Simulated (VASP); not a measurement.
W:

```
CELL_PARAMETERS angstrom
3.56667 0.00000 0.00000
-1.78333 3.08882 0.00000
0.00000 0.00000 5.88500
ATOMIC_POSITIONS crystal
W 0.33333 0.66667 0.43750
W 0.66667 0.33333 0.93750
W 0.66667 0.33333 0.56250
W 0.33333 0.66667 0.06250
```

- Program: VASP 6.6.1
- Task: relaxation of cell and atoms
- Functional: PBE
- Potentials or basis: VASP PAW PBE potentials, release 64 (W_sv)
- Cutoff: 600 eV
- k mesh: 6 × 6 × 4
- Occupations: gaussian, width 0.1 eV
- Spin: no spin polarisation

At the start: pressure 121.4 GPa; volume 16.21 Å³/atom.

**Question.** Where does the relaxation end?

**Answer.** Over 44 steps the energy falls by 3921.4 meV/atom and the volume is 16.95 Å³/atom (+4.6 %); space group P6_3/mmc (No. 194, to 0.05 Å).

The path:
| step | energy change (eV) | largest force (eV/Å) | pressure (GPa) | volume (Å³) |
| --- | --- | --- | --- | --- |
| 1 | 0.0000 | 1.9739 | 121.41 | 64.83 |
| 3 | 0.1440 | 0.3026 | -21.19 | 179.47 |
| 5 | -8.9354 | 0.6084 | 4.86 | 95.16 |
| 7 | -8.9832 | 0.6616 | 0.15 | 98.65 |
| 9 | -9.1260 | 0.9491 | -1.49 | 99.44 |
| 11 | -10.8740 | 3.6096 | 4.83 | 89.52 |
| 13 | -14.4513 | 2.4228 | 11.50 | 71.69 |
| 15 | -14.4863 | 2.1979 | 10.56 | 70.93 |
| 17 | -14.5533 | 1.9415 | 7.12 | 71.23 |
| 19 | -14.8018 | 0.9929 | -6.15 | 74.26 |
| 21 | -14.8614 | 0.8859 | -6.53 | 74.01 |
| 23 | -14.8569 | 0.0824 | 5.68 | 69.18 |
| 25 | -15.0056 | 0.6427 | -1.10 | 71.30 |
| 27 | -15.1542 | 0.2577 | 1.59 | 68.95 |
| 29 | -15.1851 | 0.0522 | 5.86 | 67.10 |
| 31 | -15.4265 | 0.3558 | -7.82 | 70.05 |
| 33 | -15.4366 | 0.5221 | -9.49 | 70.51 |
| 35 | -15.5550 | 0.7226 | -9.02 | 70.39 |
| 37 | -15.6592 | 0.5445 | -0.40 | 67.87 |
| 39 | -15.6690 | 0.4140 | 1.37 | 67.42 |
| 41 | -15.6765 | 0.3409 | 0.15 | 67.88 |
| 43 | -15.6854 | 0.0244 | 0.55 | 67.68 |
| 44 | -15.6857 | 0.0098 | 0.09 | 67.81 |

Final structure:
```yaml
crystal:
  lattice:
    - [2.78066, 0.00000, 0.00000]
    - [-1.39033, 2.40812, 0.00000]
    - [0.00000, 0.00000, 10.12614]
  atoms:
    - { symbol: W, position: [0.33333, 0.66667, 0.38126] }
    - { symbol: W, position: [0.66667, 0.33333, 0.88126] }
    - { symbol: W, position: [0.66667, 0.33333, 0.61874] }
    - { symbol: W, position: [0.33333, 0.66667, 0.11874] }
```
